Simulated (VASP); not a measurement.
# Zn24O23 (a cell with a defect) in VASP: further runs

Zn24O23 (a cell with a defect) is run at these levels: PBE; tasks: relaxation of the atoms, single point.

Program: VASP 6.6.1. These are calculated values, not measurements. Logs are shortened: lines on timing, memory, paths and dates and some standing lists are left out, and cuts for length are marked.

**1. The cell of the first run**

The cell holds a defect, 47 atoms: a = 8.428 Å, b = 8.428 Å, c = 8.428 Å, α = 84.74°, β = 84.74°, γ = 84.74°.

**2. Relaxation of the atoms, PBE (atoms taken out)**

Input file INCAR:

```
PREC = Accurate
ENCUT = 520
EDIFF = 1E-6
ISMEAR = 0
SIGMA = 0.01
LREAL = Auto
LASPH = True
NELM = 100
ALGO = Normal
ISIF = 2
LWAVE = False
LCHARG = False
GGA = PE
IBRION = 2
NSW = 65
EDIFFG = -0.025
NCORE = 4
```

Input file KPOINTS:

```
Automatic mesh
0
Gamma
  1 1 1
```

Input file POSCAR:

```
Zn24O23
1.0
   -3.2793907795     -5.6800714478      5.2932331742
    6.5587815588     -0.0000000001      5.2932331742
   -3.2793907794      5.6800714478      5.2932331742
Zn O
24 23
Direct
    0.6668681372      0.5002014705      0.3335348039
    0.5002014705      0.3335348039      0.6668681372
    0.8335348039      0.6668681372      0.0002014705
    0.5002014705      0.8335348039      0.1668681372
    0.8335348039      0.1668681372      0.5002014705
    0.0002014705      0.3335348039      0.1668681372
    0.3335348039      0.6668681372      0.5002014705
    0.6668681372      0.0002014705      0.8335348039
    0.1668681372      0.5002014705      0.8335348039
    0.1668681372      0.0002014705      0.3335348039
    0.0002014705      0.8335348039      0.6668681372
    0.3335348039      0.1668681372      0.0002014705
    0.5002014705      0.1668681372      0.3335348039
    0.3335348039      0.0002014705      0.6668681372
    0.6668681372      0.3335348039      0.0002014705
    0.3335348039      0.5002014705      0.1668681372
    0.6668681372      0.8335348039      0.5002014705
    0.8335348039      0.0002014705      0.1668681372
    0.1668681372      0.3335348039      0.5002014705
    0.5002014705      0.6668681372      0.8335348039
    0.0002014705      0.1668681372      0.8335348039
    0.0002014705      0.6668681372      0.3335348039
    0.8335348039      0.5002014705      0.6668681372
    0.1668681372      0.8335348039      0.0002014705
    0.6265685295      0.4599018628      0.7932351961
    0.9599018628      0.7932351961      0.1265685295
    0.6265685295      0.9599018628      0.2932351961
    0.9599018628      0.2932351961      0.6265685295
    0.1265685295      0.4599018628      0.2932351961
    0.4599018628      0.7932351961      0.6265685295
    0.7932351961      0.1265685295      0.9599018628
    0.2932351961      0.6265685295      0.9599018628
    0.2932351961      0.1265685295      0.4599018628
    0.1265685295      0.9599018628      0.7932351961
    0.4599018628      0.2932351961      0.1265685295
    0.6265685295      0.2932351961      0.4599018628
    0.4599018628      0.1265685295      0.7932351961
    0.7932351961      0.4599018628      0.1265685295
    0.4599018628      0.6265685295      0.2932351961
    0.7932351961      0.9599018628      0.6265685295
    0.9599018628      0.1265685295      0.2932351961
    0.2932351961      0.4599018628      0.6265685295
    0.6265685295      0.7932351961      0.9599018628
    0.1265685295      0.2932351961      0.9599018628
    0.1265685295      0.7932351961      0.4599018628
    0.9599018628      0.6265685295      0.7932351961
    0.2932351961      0.9599018628      0.1265685295
```

Potentials or basis: VASP PAW PBE potentials, release 64 (Zn, O).

On the command line:

```
$ cat potpaw_PBE.64/Zn/POTCAR potpaw_PBE.64/O/POTCAR > POTCAR
$ mpirun -np 4 vasp_gam > vasp.out
```

OUTCAR:

```text
PREC = Accurate
   ENCUT = 520
   EDIFF = 1E-6
   ISMEAR = 0
   LREAL = Auto
   LASPH = True
   NELM = 100
   ISIF = 2
   GGA = PE
   IBRION = 2
   NSW = 65
   EDIFFG = -0.025

 ion  position               nearest neighbor table
   1  0.667  0.500  0.334-  38 2.00  36 2.00  39 2.00
   2  0.500  0.334  0.667-  37 2.00  42 2.00  36 2.00  25 2.01
   3  0.834  0.667  0.000-  46 2.00  43 2.00  38 2.00  26 2.01
   4  0.500  0.834  0.167-  39 2.00  47 2.00  43 2.00  27 2.01
   5  0.834  0.167  0.500-  41 2.00  36 2.00  40 2.00  28 2.01
   6  0.000  0.334  0.167-  41 2.00  38 2.00  44 2.00  29 2.01
   7  0.334  0.667  0.500-  39 2.00  45 2.00  42 2.00  30 2.01
   8  0.667  0.000  0.834-  40 2.00  43 2.00  37 2.00  31 2.01
   9  0.167  0.500  0.834-  42 2.00  44 2.00  46 2.00  32 2.01
  10  0.167  0.000  0.334-  47 2.00  45 2.00  41 2.00  33 2.01
  11  0.000  0.834  0.667-  46 2.00  40 2.00  45 2.00  34 2.01
  12  0.334  0.167  0.000-  37 2.00  44 2.00  47 2.00  35 2.01
  13  0.500  0.167  0.334-  33 2.00  35 2.00  27 2.00  36 2.01
  14  0.334  0.000  0.667-  30 2.00  34 2.00  33 2.00  37 2.01
  15  0.667  0.334  0.000-  31 2.00  25 2.00  35 2.00  38 2.01
  16  0.334  0.500  0.167-  35 2.00  29 2.00  32 2.00  39 2.01
  17  0.667  0.834  0.500-  27 2.00  30 2.00  40 2.01
  18  0.834  0.000  0.167-  26 2.00  27 2.00  31 2.00  41 2.01
  19  0.167  0.334  0.500-  33 2.00  29 2.00  28 2.00  42 2.01
  20  0.500  0.667  0.834-  32 2.00  30 2.00  25 2.00  43 2.01
  21  0.000  0.167  0.834-  31 2.00  28 2.00  34 2.00  44 2.01
  22  0.000  0.667  0.334-  26 2.00  29 2.00  45 2.01
  23  0.834  0.500  0.667-  28 2.00  25 2.00  46 2.01
  24  0.167  0.834  0.000-  32 2.00  34 2.00  26 2.00  47 2.01
  25  0.627  0.460  0.793-  23 2.00  15 2.00  20 2.00   2 2.01
  26  0.960  0.793  0.127-  18 2.00  22 2.00  24 2.00   3 2.01
  27  0.627  0.960  0.293-  18 2.00  17 2.00  13 2.00   4 2.01
  28  0.960  0.293  0.627-  23 2.00  21 2.00  19 2.00   5 2.01
  29  0.127  0.460  0.293-  16 2.00  19 2.00  22 2.00   6 2.01
[... 16 lines left out ...]
  46  0.960  0.627  0.793-   3 2.00  11 2.00   9 2.00  23 2.01
  47  0.293  0.960  0.127-  10 2.00   4 2.00  12 2.00  24 2.01

  LATTYP: Found a trigonal (rhomboedric) cell.
 ALAT       =     8.4282817331
 COS(alpha) =     0.0916368575

  Lattice vectors:

 A1 = (  -3.2793907795,  -5.6800714478,   5.2932331742)
 A2 = (   6.5587815588,  -0.0000000001,   5.2932331742)
 A3 = (  -3.2793907794,   5.6800714478,   5.2932331742)

Analysis of symmetry for initial positions (statically):
=====================================================================
 Subroutine PRICEL returns:
 Original cell was already a primitive cell.

 Routine SETGRP: Setting up the symmetry group for a
 trigonal (rhombohedral) supercell.

 Subroutine GETGRP returns: Found  3 space group operations
 (whereof  1 operations were pure point group operations)
 out of a pool of 12 trial point group operations.

The static configuration has the point symmetry C_1 .
 The point group associated with its full space group is C_3 .

Analysis of symmetry for dynamics (positions and initial velocities):
=====================================================================
 Subroutine PRICEL returns:
 Original cell was already a primitive cell.

 Routine SETGRP: Setting up the symmetry group for a
 trigonal (rhombohedral) supercell.

 Subroutine GETGRP returns: Found  3 space group operations
 (whereof  1 operations were pure point group operations)
 out of a pool of 12 trial point group operations.

The dynamic configuration has the point symmetry C_1 .
 The point group associated with its full space group is C_3 .

 Subroutine INISYM returns: Found  3 space group operations
 (whereof  1 operations are pure point group operations),
 and found     1 'primitive' translations

----------------------------------------------------------------------------------------

                                     Primitive cell

  volume of cell :     591.5879

[... 42 lines left out ...]
   PSTRESS=    0.0 pullay stress
   NELECT =     426.0000    total number of electrons
   NUPDOWN=      -1.0000    fix difference up-down
   EMIN   =  10.00;   EMAX   =-10.00  energy-range for DOS
   EFERMI =   0.00;   METHOD = LEGACY
   ISMEAR =     0;   SIGMA  =   0.01  broadening in eV -4-tet -1-fermi 0-gaus
   EFERMI_NEDOS =   21; number of points for ismear=-14 and -15
   IALGO  =     38    algorithm
   IMIX   =      4    mixing-type and parameters
     AMIX     =   0.40;   BMIX     =  1.00
     AMIX_MAG =   1.60;   BMIX_MAG =  1.00
  volume/ion in A,a.u.               =      12.59        84.94
  Fermi-wavevector in a.u.,A,eV,Ry     =   1.467365  2.772919 29.295538  2.153161
  Thomas-Fermi vector in A             =   2.582992
   LORBIT       =      0    0 simple, 1 ext, 2 COOP (PROOUT), +10 PAW based schemes
   GGA     = PE    functional components
   LHFCALC =     F    Hartree Fock is set to
   AEXX    =    0.0000 exact exchange contribution
   IVDW    =     0    specifies the selected vdW correction
   LEPSILON=     F    determine dielectric tensor
   LRPA    =     F    only Hartree local field effects (RPA)
 conjugate gradient relaxation of ions
 non-spin polarized calculation
 Gauss-broadening in eV      SIGMA  =   0.01
  energy-cutoff  :      520.00
  volume of cell :      591.59
 maximum number of plane-waves:      7972
 NGX is ok and might be reduce to    64
   NGX = 31   NGY = 31   NGZ = 31

--------------------------------------- Ionic step        1  -------------------------------------------

 number of electron     425.9999982 magnetization

 Free energy of the ion-electron system (eV)
  ---------------------------------------------------
  ext. energy  EPLUGINS =         0.00000000
  ---------------------------------------------------
  free energy    TOTEN  =      -205.92329076 eV

  energy without entropy =     -205.92329076  energy(sigma->0) =     -205.92329076

------------------------ aborting loop because EDIFF is reached ----------------------------------------

  FORCE on cell =-STRESS in cart. coord.  units (eV):
  Direction    XX          YY          ZZ          XY          YZ          ZX
  --------------------------------------------------------------------------------------
  -------------------------------------------------------------------------------------
  Total        1.4857689      1.4857689      3.3136096     -0.0000001     -0.0000000     -0.0000000
  in kB        4.0238575      4.0238575      8.9741365     -0.0000003     -0.0000000     -0.0000000
  external PRESSURE =       5.6739505 kB  Pullay stress =       0.0000000 kB
[... 552 lines left out ...]
  energy  without entropy=     -206.0098052427  energy(sigma->0) =     -206.00980524

--------------------------------------- Ionic step        8  -------------------------------------------

 number of electron     425.9999991 magnetization

 Free energy of the ion-electron system (eV)
  ---------------------------------------------------
  ext. energy  EPLUGINS =         0.00000000
  ---------------------------------------------------
  free energy    TOTEN  =      -206.01081779 eV

  energy without entropy =     -206.01081779  energy(sigma->0) =     -206.01081779

 E-fermi :   0.8462     XC(G=0): -10.6765

 val. band max:        0.7396565849   @ k =   0.0000   0.0000   0.0000
 cond. band min:       2.7255956188   @ k =   0.0000   0.0000   0.0000
 fundamental gap:      1.9859390340
 Fermi energy:         0.8461813664

 k-point     1 :       0.0000    0.0000    0.0000
  band No.  band energies     occupation
      1     -16.9756      2.00000
      2     -16.5668      2.00000
      3     -16.5668      2.00000
      4     -16.5648      2.00000
      5     -16.5249      2.00000
      6     -16.5249      2.00000
[... 217 lines left out ...]
    224       6.0875      0.00000
    225       6.5385      0.00000
 [bands above 225 left out]

------------------------ aborting loop because EDIFF is reached ----------------------------------------

  FORCE on cell =-STRESS in cart. coord.  units (eV):
  Direction    XX          YY          ZZ          XY          YZ          ZX
  --------------------------------------------------------------------------------------
  -------------------------------------------------------------------------------------
  Total        1.4258919      1.4258919      5.2852049     -0.0000000     -0.0000000     -0.0000000
  in kB        3.8616948      3.8616948     14.3137413     -0.0000001     -0.0000000     -0.0000000
  external PRESSURE =       7.3457103 kB  Pullay stress =       0.0000000 kB
[... 62 lines left out ...]
  FREE ENERGIE OF THE ION-ELECTRON SYSTEM (eV)
  ---------------------------------------------------
  free  energy   TOTEN  =      -206.0108177913 eV

  energy  without entropy=     -206.0108177913  energy(sigma->0) =     -206.01081779

 reached required accuracy - stopping structural energy minimisation
```

Run time: 9 min. Hardware: 4 MPI ranks of Intel Xeon Platinum 8259CL at 2.50GHz (Skylake/Cascade Lake), shared host; peak memory 0.25 GiB.

Results:

* Free energy: -206.0108 eV
* Energy gained by relaxing: 1.9 meV/atom
* Ionic steps: 8
* Pressure after relaxing: 0.7 GPa
* Largest force after relaxing: 0.024 eV/Å
* Band gap on the k mesh: 1.99 eV

Forces in eV/Å, atoms in the order of the input:
```
Zn   0.000  0.000  0.002
Zn  -0.001  0.002  0.003
Zn   0.010 -0.001 -0.012
Zn   0.002  0.000  0.003
Zn  -0.006 -0.008 -0.012
Zn  -0.001 -0.002  0.003
Zn  -0.004  0.009 -0.012
Zn   0.001  0.003  0.011
Zn  -0.003 -0.001  0.011
Zn   0.002 -0.002  0.011
Zn   0.000  0.000  0.007
Zn   0.000  0.000  0.012
Zn   0.006 -0.002  0.004
Zn  -0.001  0.000 -0.001
Zn  -0.001  0.007  0.004
Zn  -0.005 -0.005  0.004
Zn  -0.018 -0.006 -0.015
Zn   0.013 -0.011 -0.002
Zn  -0.016 -0.006 -0.002
Zn   0.003  0.017 -0.002
Zn   0.001 -0.001 -0.001
Zn   0.004  0.018 -0.015
Zn   0.014 -0.013 -0.015
Zn   0.001  0.001 -0.001
O    0.000  0.004  0.006
O    0.005 -0.001 -0.002
O    0.004 -0.003  0.006
O   -0.004 -0.004 -0.002
O   -0.004 -0.002  0.006
O   -0.002  0.005 -0.002
O    0.016 -0.008  0.006
O   -0.001  0.018  0.006
O   -0.015 -0.010  0.006
O    0.000  0.000  0.011
O    0.000  0.000  0.003
O    0.003 -0.001  0.005
O   -0.007  0.012 -0.002
O    0.000  0.003  0.005
O   -0.002 -0.002  0.005
O   -0.009  0.007 -0.012
O   -0.005 -0.016 -0.002
O   -0.012  0.012 -0.002
O    0.016  0.004 -0.002
O   -0.007 -0.012 -0.002
O    0.010  0.004 -0.012
O   -0.001 -0.011 -0.012
O    0.014  0.000 -0.002
```

Step by step:
```csv
step,energy change (eV),largest force (eV/Å),pressure (GPa)
1,0.0000,0.4121,0.57
2,-0.0739,0.1345,0.71
3,-0.0776,0.1135,0.75
4,-0.0833,0.0590,0.73
5,-0.0842,0.0470,0.75
6,-0.0858,0.0316,0.75
7,-0.0865,0.0414,0.75
8,-0.0875,0.0239,0.73
```

Final structure:
```yaml
crystal:
  lattice:
    - [-3.27939, -5.68007, 5.29323]
    - [6.55878, 0.00000, 5.29323]
    - [-3.27939, 5.68007, 5.29323]
  atoms:
    - { symbol: Zn, position: [0.66611, 0.49944, 0.33277] }
    - { symbol: Zn, position: [0.49984, 0.33366, 0.66780] }
    - { symbol: Zn, position: [0.83311, 0.66788, 0.99877] }
    - { symbol: Zn, position: [0.50033, 0.83447, 0.16651] }
    - { symbol: Zn, position: [0.83455, 0.16543, 0.49978] }
    - { symbol: Zn, position: [0.00113, 0.33317, 0.16699] }
    - { symbol: Zn, position: [0.33210, 0.66644, 0.50121] }
    - { symbol: Zn, position: [0.66714, 0.00038, 0.83409] }
    - { symbol: Zn, position: [0.16743, 0.50048, 0.83371] }
    - { symbol: Zn, position: [0.16704, 0.00076, 0.33381] }
    - { symbol: Zn, position: [0.00103, 0.83437, 0.66770] }
    - { symbol: Zn, position: [0.33349, 0.16683, 0.00016] }
    - { symbol: Zn, position: [0.50079, 0.16722, 0.33397] }
    - { symbol: Zn, position: [0.33416, 0.99991, 0.66712] }
    - { symbol: Zn, position: [0.66730, 0.33412, 0.00056] }
    - { symbol: Zn, position: [0.33389, 0.50063, 0.16745] }
    - { symbol: Zn, position: [0.66632, 0.83434, 0.50062] }
    - { symbol: Zn, position: [0.83433, 0.00091, 0.16676] }
    - { symbol: Zn, position: [0.16758, 0.33343, 0.50100] }
    - { symbol: Zn, position: [0.50009, 0.66767, 0.83424] }
    - { symbol: Zn, position: [0.00046, 0.16750, 0.83324] }
    - { symbol: Zn, position: [0.00101, 0.66729, 0.33299] }
    - { symbol: Zn, position: [0.83395, 0.49966, 0.66768] }
    - { symbol: Zn, position: [0.16658, 0.83379, 0.00083] }
    - { symbol: O, position: [0.62849, 0.46141, 0.79039] }
    - { symbol: O, position: [0.95775, 0.79067, 0.12899] }
    - { symbol: O, position: [0.62808, 0.95705, 0.29516] }
    - { symbol: O, position: [0.95734, 0.29565, 0.62442] }
    - { symbol: O, position: [0.12372, 0.46182, 0.29475] }
    - { symbol: O, position: [0.46232, 0.79109, 0.62401] }
    - { symbol: O, position: [0.79303, 0.12671, 0.95957] }
    - { symbol: O, position: [0.29290, 0.62636, 0.96004] }
    - { symbol: O, position: [0.29337, 0.12624, 0.45970] }
    - { symbol: O, position: [0.12608, 0.95941, 0.79274] }
    - { symbol: O, position: [0.45997, 0.29330, 0.12663] }
    - { symbol: O, position: [0.62880, 0.29594, 0.45998] }
    - { symbol: O, position: [0.46016, 0.12609, 0.79242] }
    - { symbol: O, position: [0.79331, 0.46213, 0.12927] }
    - { symbol: O, position: [0.46260, 0.62665, 0.29546] }
    - { symbol: O, position: [0.79246, 0.95671, 0.62465] }
    - { symbol: O, position: [0.95967, 0.12655, 0.29300] }
    - { symbol: O, position: [0.29322, 0.45966, 0.62633] }
    - { symbol: O, position: [0.62633, 0.79300, 0.95988] }
    - { symbol: O, position: [0.12575, 0.29350, 0.95943] }
    - { symbol: O, position: [0.12337, 0.79132, 0.45913] }
    - { symbol: O, position: [0.95799, 0.62579, 0.79004] }
    - { symbol: O, position: [0.29276, 0.95909, 0.12683] }
```

Levels at points of the mesh, in eV from the valence-band top:
| k point | band 210 | band 211 | band 212 | band 213 | band 214 | band 215 | band 216 | band 217 |
| --- | --- | --- | --- | --- | --- | --- | --- | --- |
| (0.00, 0.00, 0.00) | -0.07 | -0.03 | 0.00 | 0.00 | 1.99 | 3.65 | 3.70 | 3.70 |

Caveat: the k points lie up to 0.75 Å⁻¹ apart; the cell differs from its parent crystal (atoms taken out).

(Continued in part 2 of 2.)
